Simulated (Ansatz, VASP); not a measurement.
**Two plane-wave programs on KZnF3**

File INCAR:

```
  PREC = Accurate
  ENCUT = 520
  EDIFF = 1E-6
  ISMEAR = -1
  SIGMA = 0.05
  LREAL = F
  LASPH = T
  NELM = 100
  ALGO = Normal
  ISIF = 2
  LWAVE = F
  LCHARG = F
  NBANDS = 29
```

Contents of KPOINTS:

```
Automatic mesh
0
Gamma
  7 7 7
```

File POSCAR:

```
KZnF3
1.0
    4.0500000000      0.0000000000      0.0000000000
    0.0000000000      4.0500000000      0.0000000000
    0.0000000000      0.0000000000      4.0500000000
Zn K F
1 1 3
Direct
    0.5000000000      0.5000000000      0.5000000000
    0.0000000000      0.0000000000      0.0000000000
    0.5000000000      0.0000000000      0.5000000000
    0.0000000000      0.5000000000      0.5000000000
    0.5000000000      0.5000000000      0.0000000000
```

The input input.yaml:

```yaml
crystal:
  lattice:
    - [4.05, 0.0, 0.0]
    - [0.0, 4.05, 0.0]
    - [0.0, 0.0, 4.05]
  atoms:
    - { symbol: Zn, position: [0.5, 0.5, 0.5] }
    - { symbol: K, position: [0.0, 0.0, 0.0] }
    - { symbol: F, position: [0.5, 0.0, 0.5] }
    - { symbol: F, position: [0.0, 0.5, 0.5] }
    - { symbol: F, position: [0.5, 0.5, 0.0] }
hamiltonian:
  xc: lda
  pseudopotentials: { kind: paw }
kpoints:
  mp_grid: { grid: [7, 7, 7] }
scf:
  occupations: { method: fermi_dirac, width: 0.05 }
output:
  forces: true
  stress: true
  eigenvalues: true
  write_density: true
  write_potential: true
  elf: true
  volumetric_format: npy
```

Alike in both runs: task single point; functional LDA; k mesh 7 × 7 × 7; occupations fermi-dirac, width 0.05 eV; no spin polarisation.

|  | VASP | Ansatz |
| --- | --- | --- |
| version | VASP 6.6.1 | Ansatz 0.2.0 |
| potentials or method | VASP PAW LDA potentials, release 64 (Zn, K_sv, F) | Ansatz PAW |
| plane-wave cutoff (eV) | 520 | 420 |
| valence electrons in the cell | 42 | 42 |

```tsv
	VASP	Ansatz	Ansatz less VASP
gap on the k mesh at the Fermi level (eV)	3.71	3.75	+0.038
least direct gap on the mesh (eV)	5.40	5.42	+0.023
pressure (GPa)	-4.3	-4.8	-0.45
```

LDA's correlation is that of Perdew and Zunger in VASP and of Perdew and Wang (1992) in Ansatz.

Noted on Ansatz's run: odd divisions of the mesh miss points on the zone boundary, where band edges often lie, so the gap on the mesh can be too wide.
